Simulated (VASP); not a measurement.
# AlNi (Cmmm) in VASP: a series of runs, part 2 of 2

VASP 6.6.1. Earlier steps stand in the parts before.

## 6. Single point, PBE, collinear spin, ferromagnetic start

This run uses another cell than the first one, of 12.44 Å³/atom.

File INCAR:

```
SYSTEM = AlNi
ALGO = Normal
EDIFF = 1E-7
ENCUT = 520
GGA = PE
ISIF = 2
ISMEAR = -1
ISPIN = 2
LASPH = .TRUE.
LCHARG = .FALSE.
LMAXMIX = 4
LORBIT = 11
LREAL = .FALSE.
LWAVE = .FALSE.
MAGMOM = 1 0
NBANDS = 18
NELM = 150
PREC = Accurate
SIGMA = 0.05
```

File KPOINTS:

```
k-points
0
G
  10 10 9
  0 0 0
```

File POSCAR:

```
AlNi
1.0
    1.9767172612     -1.9914977216      0.0000000000
    1.9767172612      1.9914977216      0.0000000000
    0.0000000000      0.0000000000      3.1602186123
Ni Al
1 1
Direct
    0.5000000000      0.5000000000      0.5000000000
    0.0000000000      0.0000000000      0.0000000000
```

Potentials or basis: VASP PAW PBE potentials, release 64 (Ni, Al).

Launch:

```sh
cat potpaw_PBE.64/Ni/POTCAR potpaw_PBE.64/Al/POTCAR > POTCAR
mpirun -np 1 vasp_std > vasp.out
```

OUTCAR:

```text
SYSTEM = AlNi
   EDIFF = 1E-7
   ENCUT = 520
   GGA = PE
   ISIF = 2
   ISMEAR = -1
   ISPIN = 2
   LASPH = .TRUE.
   LORBIT = 11
   LREAL = .FALSE.
   NELM = 150
   PREC = Accurate

 ion  position               nearest neighbor table
   1  0.500  0.500  0.500-   2 2.53   2 2.53   2 2.53   2 2.53   2 2.54   2 2.54   2 2.54   2 2.54

   2  0.000  0.000  0.000-   1 2.53   1 2.53   1 2.53   1 2.53   1 2.54   1 2.54   1 2.54   1 2.54

  LATTYP: Found a base centered orthorhombic cell.
 ALAT       =     3.9534345224
 B/A-ratio  =     1.0074772759
 C/A-ratio  =     0.7993603016

  Lattice vectors:

 A1 = (   1.9767172612,  -1.9914977216,   0.0000000000)
 A2 = (   1.9767172612,   1.9914977216,   0.0000000000)
 A3 = (   0.0000000000,   0.0000000000,   3.1602186123)

Analysis of symmetry for initial positions (statically):
=====================================================================
 Subroutine PRICEL returns:
 Original cell was already a primitive cell.

 Routine SETGRP: Setting up the symmetry group for a
 base centered orthorhombic supercell.

 Subroutine GETGRP returns: Found  8 space group operations
[... 1203 lines left out ...]

------------------------ aborting loop because EDIFF is reached ----------------------------------------

  FORCE on cell =-STRESS in cart. coord.  units (eV):
  Direction    XX          YY          ZZ          XY          YZ          ZX
  --------------------------------------------------------------------------------------
  -------------------------------------------------------------------------------------
  Total       -0.1119502     -0.3324322     -1.1738862     -0.0000000      0.0000000      0.0000000
  in kB       -7.2088136    -21.4063302    -75.5901265     -0.0000000      0.0000000      0.0000000
  external PRESSURE =     -34.7350901 kB  Pullay stress =       0.0000000 kB

 VOLUME and BASIS-vectors are now :
 -----------------------------------------------------------------------------
  energy-cutoff  :      520.00
  volume of cell :       24.88
      direct lattice vectors                 reciprocal lattice vectors
     1.976717261 -1.991497722  0.000000000     0.252944622 -0.251067322  0.000000000
     1.976717261  1.991497722  0.000000000     0.252944622  0.251067322  0.000000000
     0.000000000  0.000000000  3.160218612     0.000000000  0.000000000  0.316433805

 POSITION                                       TOTAL-FORCE (eV/Angst)
 -----------------------------------------------------------------------------------
      1.97672      0.00000      1.58011         0.000000      0.000000      0.000000
      0.00000      0.00000      0.00000        -0.000000      0.000000      0.000000
 -----------------------------------------------------------------------------------
    total drift:                                0.000000      0.000000     -0.000000

  FREE ENERGIE OF THE ION-ELECTRON SYSTEM (eV)
  ---------------------------------------------------
  free  energy   TOTEN  =       -10.4959148286 eV

  energy  without entropy=      -10.4882181996  energy(sigma->0) =      -10.49206651

 total charge

# of ion       s       p       d       tot
------------------------------------------
    1        0.462   0.482   8.451   9.394
    2        0.383   0.399   0.000   0.782
--------------------------------------------------
tot          0.845   0.881   8.451  10.176

 magnetization (x)

# of ion       s       p       d       tot
------------------------------------------
    1        0.000   0.000  -0.000  -0.000
    2       -0.000   0.000   0.000  -0.000
--------------------------------------------------
tot         -0.000   0.000  -0.000  -0.000
```

It took 74 s on 1 thread of Intel Xeon Platinum 8488C (Sapphire Rapids), shared host; peak memory 0.23 GiB.

Results:

| Quantity | Value |
| --- | --- |
| Free energy | -10.4959 eV |
| Pressure | -3.5 GPa |
| Net moment | 0.00 μB per cell |
| Valence electrons inside the program's atomic spheres | Ni 9.39; Al 0.78 |

Levels at points of the mesh, in eV from the Fermi level:
Spin up:
```
           k point  band 3  band 4  band 5  band 6  band 7  band 8  band 9  band 10  band 11  band 12
(0.00, 0.00, 0.00)   -2.98   -1.52   -1.50   -1.24    2.83    6.75    6.80     6.96     8.47    13.66
(0.50, 0.00, 0.00)   -2.55   -2.53   -1.90   -1.40   -0.33    7.62    7.84     8.89    11.33    12.08
(0.50, 0.50, 0.00)   -2.29   -2.23   -2.23   -2.18   -0.77    2.12    2.96    10.26    13.09    13.21
```
Spin down:
```csv
k point,band 4,band 5,band 6,band 7,band 8,band 9,band 10,band 11
"(0.00, 0.00, 0.00)",-1.52,-1.50,-1.24,2.83,6.75,6.80,6.96,8.47
"(0.50, 0.00, 0.00)",-2.53,-1.90,-1.40,-0.33,7.62,7.84,8.89,11.33
"(0.50, 0.50, 0.00)",-2.23,-2.23,-2.18,-0.77,2.12,2.96,10.26,13.09
```

Caveat: the stress differs along the axes, from -8 to -1 GPa; the moments typed at the start vanished in this run.

## 7. Overview

```csv
task,level,potentials or basis,fixed moment (μB),cell,k mesh,cutoff (eV),gap on the mesh (eV),pressure (GPa),moment (μB)
relaxation of cell and atoms,PBEsol+D4,"VASP PAW PBE potentials, release 64 (Ni, Al)",-,"relaxed from a = 2.752, b = 2.752, c = 3.099 Å, angles 90.0, 90.0, 90.4°, 2 atoms",10 × 10 × 9,600,none,0.1,0.00
single point,PBEsol,"VASP PAW PBE potentials, release 64 (Ni_sv_GW, Al)",0.5,"a = 2.752, b = 2.752, c = 3.099 Å, angles 90.0, 90.0, 90.4°, 2 atoms",8 × 8 × 7,690,-,0.8,0.50
single point,PBEsol,"VASP PAW PBE potentials, release 64 (Ni_sv_GW, Al)",2.0,"a = 2.752, b = 2.752, c = 3.099 Å, angles 90.0, 90.0, 90.4°, 2 atoms",8 × 8 × 7,690,-,18.7,2.00
single point,PBEsol,"VASP PAW PBE potentials, release 64 (Ni_sv_GW, Al)",1.2,"a = 2.752, b = 2.752, c = 3.099 Å, angles 90.0, 90.0, 90.4°, 2 atoms",8 × 8 × 7,690,-,5.7,1.20
single point,PBE,"VASP PAW PBE potentials, release 64 (Ni, Al)",-,"a = 2.806, b = 2.806, c = 3.160 Å, angles 90.0, 90.0, 90.4°, 2 atoms",10 × 10 × 9,520,none,-3.5,0.00
```

Alike in all rows: spin collinear, ferromagnetic start; smearing fermi-dirac 0.05 eV.

Caveats: the PAW data sets were made with another functional, which shifts forces and pressure a little (at least some runs); the total moment is fixed, so each spin has its own Fermi level and the state may be an excited one (at least some runs); the moments typed at the start vanished in this run (at least some runs); the stress differs along the axes, from -3 to 3 GPa (at least some runs); the cell stands under pressure (at least some runs); the stress differs along the axes, from 1 to 9 GPa (at least some runs); the stress differs along the axes, from -8 to -1 GPa (at least some runs).

Total energies depend on the potentials used, so only differences within one code and one set of settings carry meaning.
